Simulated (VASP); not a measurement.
ZrH4:

```xyz
5
Lattice="3.0987 0.0000 0.0000 0.0000 3.3466 0.0000 0.0000 0.0000 5.3672" Properties=species:S:1:pos:R:3 pbc="T T T"
Zr    0.0000    0.0000    0.0000
H     0.0000    1.6733    3.5781
H     1.5494    1.6733    0.8945
H     1.5494    1.6733    4.4726
H     0.0000    1.6733    1.7891
```

- Program: VASP 6.6.1
- Task: relaxation of cell and atoms
- Functional: PBE
- Potentials or basis: VASP PAW PBE potentials, release 64 (Zr_sv, H)
- Cutoff: 600 eV
- k mesh: 6 × 6 × 4
- Occupations: gaussian, width 0.1 eV
- Spin: no spin polarisation

At the start: pressure -16.0 GPa; volume 11.13 Å³/atom.

Task: Where does the relaxation end?

Result: Over 23 steps the energy falls by 262.3 meV/atom and the volume is 9.46 Å³/atom (-15.0 %); space group Pmmm (No. 47, to 0.05 Å).

Step by step:
```csv
step,energy change (eV),largest force (eV/Å),pressure (GPa),volume (Å³)
1,0.0000,0.9555,-16.02,55.66
2,-0.9764,0.8104,-7.98,47.10
3,-1.1721,0.5435,-0.21,43.19
4,-1.1780,0.4566,2.14,42.30
5,-1.1781,0.4819,1.47,42.54
6,-1.2251,0.3371,1.27,42.86
7,-1.2471,0.1342,1.28,43.24
8,-1.2587,0.1456,-0.05,43.90
9,-1.2646,0.2117,-1.91,44.91
10,-1.2712,0.1871,-1.79,44.96
11,-1.2853,0.1121,-1.31,45.13
12,-1.2864,0.1215,-0.16,45.43
13,-1.2908,0.0673,-0.77,45.28
14,-1.2964,0.0396,0.16,45.01
15,-1.2980,0.0478,0.90,44.79
16,-1.3011,0.0179,0.59,45.04
17,-1.3040,0.0654,0.00,45.60
18,-1.3049,0.0602,0.08,45.67
19,-1.3069,0.0447,0.37,45.89
20,-1.3084,0.0139,0.99,46.33
21,-1.3089,0.0164,0.90,46.42
22,-1.3100,0.0241,0.69,46.71
23,-1.3116,0.0393,0.28,47.30
```

Final structure:
```xyz
5
Lattice="3.0253 0.0000 0.0000 0.0000 2.8249 0.0000 0.0000 0.0000 5.5342" Properties=species:S:1:pos:R:3 pbc="T T T"
Zr    3.0253    0.0000    0.0000
H     0.0000    1.4125    4.0201
H     1.5126    1.4125    0.9853
H     1.5126    1.4125    4.5489
H     3.0253    1.4125    1.5142
```

Caveat: the volume moved by over 15 % at a fixed basis, so the end points are rough.
